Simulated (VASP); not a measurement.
The system is Bi.

```
CELL_PARAMETERS angstrom
6.78163 0.00000 0.00000
0.00000 2.57473 0.00000
0.00000 0.00000 4.36371
ATOMIC_POSITIONS crystal
Bi 0.25000 0.00000 0.31991
Bi 0.75000 0.00000 0.68009
```

| Property | Result |
| --- | --- |
| Program | VASP 6.6.1 |
| Task | relaxation of cell and atoms |
| Functional | PBE |
| Potentials or basis | VASP PAW PBE potentials, release 64 (Bi_d) |
| Cutoff | 600 eV |
| k mesh | 4 × 6 × 4 |
| Occupations | gaussian, width 0.1 eV |
| Spin | no spin polarisation |

At the start: pressure 14.9 GPa; volume 38.10 Å³/atom.

Question: How do energy, volume and symmetry change on relaxing?

Answer: Over 28 steps the energy falls by 1678.6 meV/atom and the volume is 33.88 Å³/atom (-11.1 %); space group Pmma (No. 51, to 0.05 Å).

Step by step:
| step | energy change (eV) | largest force (eV/Å) | pressure (GPa) | volume (Å³) |
| --- | --- | --- | --- | --- |
| 1 | 0.0000 | 0.0435 | 14.86 | 76.19 |
| 2 | -1.6263 | 0.2284 | -7.08 | 113.57 |
| 3 | -2.5071 | 0.2237 | -5.88 | 95.47 |
| 4 | -2.5200 | 0.2144 | -5.43 | 94.31 |
| 5 | -2.5216 | 0.2107 | -5.15 | 93.61 |
| 6 | -3.1446 | 0.1121 | -3.81 | 78.93 |
| 7 | -3.1748 | 0.2373 | -2.70 | 76.01 |
| 8 | -3.2919 | 0.2892 | 1.41 | 67.93 |
| 9 | -3.2925 | 0.2929 | 1.05 | 68.41 |
| 10 | -3.3435 | 0.1020 | 0.51 | 67.94 |
| 11 | -3.3444 | 0.0860 | 0.45 | 67.86 |
| 12 | -3.3459 | 0.0854 | -0.34 | 68.74 |
| 13 | -3.3475 | 0.0873 | 0.02 | 68.37 |
| 14 | -3.3482 | 0.0756 | -0.08 | 68.48 |
| 15 | -3.3492 | 0.0534 | -0.33 | 68.78 |
| 16 | -3.3497 | 0.0530 | -0.26 | 68.67 |
| 17 | -3.3509 | 0.0601 | -0.09 | 68.35 |
| 18 | -3.3525 | 0.0834 | 0.27 | 67.70 |
| 19 | -3.3511 | 0.0648 | 1.14 | 66.41 |
| 20 | -3.3529 | 0.0926 | 0.46 | 67.37 |
| 21 | -3.3529 | 0.0908 | 0.63 | 67.10 |
| 22 | -3.3531 | 0.0874 | 0.62 | 67.06 |
| 23 | -3.3536 | 0.0735 | 0.71 | 66.96 |
| 24 | -3.3539 | 0.0428 | 0.82 | 66.75 |
| 25 | -3.3548 | 0.0350 | 0.71 | 66.89 |
| 26 | -3.3564 | 0.0173 | 0.41 | 67.26 |
| 27 | -3.3570 | 0.0155 | -0.18 | 68.01 |
| 28 | -3.3571 | 0.0031 | 0.04 | 67.76 |

Final structure:
```
CELL_PARAMETERS angstrom
5.89133 0.00000 0.00000
0.00000 3.19893 0.00000
0.00000 0.00000 3.59529
ATOMIC_POSITIONS crystal
Bi 0.25000 0.00000 0.29111
Bi 0.75000 0.00000 0.70889
```

Caveat: the k points lie up to 0.44 Å⁻¹ apart in the final cell.
